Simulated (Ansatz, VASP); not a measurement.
**One calculation of Li, two programs**

The input INCAR:

```
ALGO     = Normal         # electronic algorithm
EDIFF    = 1E-6           # SCF threshold, eV
ENCUT    = 520            # plane-wave cutoff, eV
GGA      = PE             # functional
ISIF     = 2              # what is computed and relaxed
ISMEAR   = -1             # smearing method
ISPIN    = 2              # spin polarisation
LASPH    = True           # aspherical terms in the spheres
LCHARG   = False          # write CHGCAR
LORBIT   = 11             # projections on sites
LREAL    = False          # projectors in reciprocal space
LWAVE    = False          # write WAVECAR
MAGMOM   = 1              # initial moments
NBANDS   = 12             # bands
NELM     = 150            # most SCF steps
PREC     = Accurate       # precision mode
SIGMA    = 0.01           # smearing width, eV
```

Contents of KPOINTS:

```
k-points
0
Gamma
  1 1 1
```

POSCAR

```
Li
1.0
   10.0000000000      0.0000000000      0.0000000000
    0.0000000000     10.5000000000      0.0000000000
    0.0000000000      0.0000000000     11.0000000000
Li
1
Direct
    0.5000000000      0.5000000000      0.5000000000
```

Input for Ansatz:

```yaml
crystal:
  lattice:
    - [10.0, 0.0, 0.0]
    - [0.0, 10.5, 0.0]
    - [0.0, 0.0, 11.0]
  atoms:
    - { symbol: Li, position: [0.5, 0.5, 0.5], spin: 1.0 }
kpoints:
  mp_grid:
    grid: [1, 1, 1]
hamiltonian:
  xc: pbe
  pseudopotentials:
    kind: nc
magnetization:
  spin_polarized: true
scf:
  convergence:
    dr2_threshold: 1.0e-08
  mixing:
    algorithm: broyden
    beta: 0.7
  occupations:
    method: fermi_dirac
    width: 0.01
```

Alike in both runs: task single point; functional PBE; k mesh 1 × 1 × 1; occupations fermi-dirac, width 0.01 eV; collinear spin.

|  | VASP | Ansatz |
| --- | --- | --- |
| version | VASP 6.6.1 | Ansatz 0.2.0 |
| potentials or method | VASP PAW PBE potentials, release 64 (Li_sv) | plane waves, norm-conserving potentials |
| plane-wave cutoff (eV) | 520 | 1034 |
| valence electrons in the cell | 3 | 3 |

Ansatz gave:

* gap on the k mesh at the Fermi level (eV): 1.92
* net moment per atom (μB): 1.00
* size of the moment on the site where the two differ most (μB): 0.98

Problem. What did VASP give for the same quantities?

Solution. gap on the k mesh at the Fermi level (eV): 1.92; net moment per atom (μB): 1.00; size of the moment on the site where the two differ most (μB): 0.06.

Site moments also hang on the region over which each program counts them. Ansatz's warnings: stability check not made.

The k mesh is coarse, so the values compare programs but aren't converged. Noted on VASP's run: the cutoff is short for stress, so the pressure is rough.
